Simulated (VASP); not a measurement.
# Ge: single point with PBE

Crystal: Ge.

```xyz
2
Lattice="0.0000 2.8860 2.8860 2.8860 0.0000 2.8860 2.8860 2.8860 0.0000" Properties=species:S:1:pos:R:3 pbc="T T T"
Ge    2.8860    2.8860    2.8860
Ge    4.3290    4.3290    4.3290
```

```json
{
 "Program": "VASP 6.6.1",
 "Task": "single point",
 "Functional": "PBE",
 "Potentials or basis": "VASP PAW PBE potentials, release 64 (Ge_d)",
 "Cutoff": "520 eV",
 "k mesh": "10 × 10 × 10",
 "Occupations": "gaussian, width 0.03 eV",
 "Spin": "no spin polarisation",
 "Dipole correction": "no",
 "Further INCAR settings": "ALGO = Normal; EDIFF = 1e-07; NBANDS = 21"
}
```

The pressure is -0.4 GPa. The band gap on the k mesh is zero (filled and empty bands touch).

Levels at points of the mesh, in eV from the Fermi level:
```
           k point  band 12  band 13  band 14  band 15  band 16  band 17
(0.00, 0.00, 0.00)    -0.49     0.01     0.01     0.01     2.53     2.53
(0.50, 0.00, 0.00)    -7.33    -1.31    -1.31     0.02     3.72     3.72
(0.50, 0.50, 0.00)    -8.66    -2.86    -2.86     0.83     0.83     9.03
```

Run time: 41 s on 1 thread of Intel Xeon 6975P-C (shared host), peak memory 0.18 GiB.
